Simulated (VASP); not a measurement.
Runs of VASP 6.6.1 on Co. The structure is that of space group P6_3/mmc (No. 194), or close to it. The cells are those of the table. 

```csv
cell,k mesh,smearing,gap on the mesh (eV),pressure (GPa),moment (μB)
"a = 2.406, b = 2.406, c = 7.795 Å, angles 90.0, 90.0, 120.0°, 4 atoms",18 × 18 × 6,gaussian 0.1 eV,none,(d),6.21
"a = 2.354, b = 2.354, c = 7.622 Å, angles 90.0, 90.0, 120.0°, 4 atoms",18 × 18 × 6,gaussian 0.1 eV,none,41.0,6.05
"a = 2.471, b = 2.471, c = 8.088 Å, angles 90.0, 90.0, 120.0°, 4 atoms",12 × 12 × 2,gaussian 0.1 eV,none,-5.6,6.74
"a = 2.381, b = 2.381, c = 7.708 Å, angles 90.0, 90.0, 120.0°, 4 atoms",18 × 18 × 6,gaussian 0.1 eV,none,(a),6.14
"a = 2.504, b = 2.504, c = 7.869 Å, angles 90.0, 90.0, 120.0°, 4 atoms",24 × 24 × 8,gaussian 0.1 eV,none,-6.7,6.45
"a = 2.504, b = 2.504, c = 7.877 Å, angles 90.0, 90.0, 120.0°, 4 atoms",24 × 24 × 8,gaussian 0.1 eV,none,-7.0,6.45
"a = 2.455, b = 2.455, c = 7.965 Å, angles 90.0, 90.0, 120.0°, 4 atoms",24 × 24 × 6,gaussian 0.15 eV,none,-0.7,6.38
"a = 2.406, b = 2.406, c = 8.060 Å, angles 90.0, 90.0, 120.0°, 4 atoms",24 × 24 × 8,gaussian 0.1 eV,none,(c),(b)
```

Alike in all rows: task single point; level PBEsol; potentials or basis VASP PAW PBE potentials, release 64 (Co); spin collinear, ferromagnetic start; cutoff (eV) 520.

Q: Estimate the missing entries.

A: (a) 27.7; (b) 6.29; (c) 6.7; (d) 16.4.

Caveats: some runs use coarse meshes; the PAW data sets were made with another functional, which shifts forces and pressure a little; the cell stands under pressure (at least some runs); the cell stands under tension (at least some runs).

A gap of «none» marks levels without a gap at the run's occupations.
